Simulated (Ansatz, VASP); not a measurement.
**Mg in VASP and in Ansatz**

```
Mg
1.0
     2.99818    0.00000    0.00000
     0.00000    2.99818    0.00000
     0.00000    0.00000    2.99818
Mg
1
Direct
  0.00000 0.00000 0.00000
```

Alike in both runs: task single point; functional PBEsol; k mesh 13 × 13 × 13; occupations fermi-dirac, width 0.1 eV; no spin polarisation.

|  | VASP | Ansatz |
| --- | --- | --- |
| version | VASP 6.6.1 | Ansatz 0.2.0 |
| potentials or method | VASP PAW PBE potentials, release 64 (Mg), cutoff 520 eV | all-electron LAPW, scalar-relativistic |

```csv
,VASP,Ansatz,Ansatz less VASP
pressure (GPa),0.0,0.0,+0.01
```

VASP's potentials were made for PBE, not for PBEsol. Ansatz ran all-electron here, and VASP with PAW potentials.
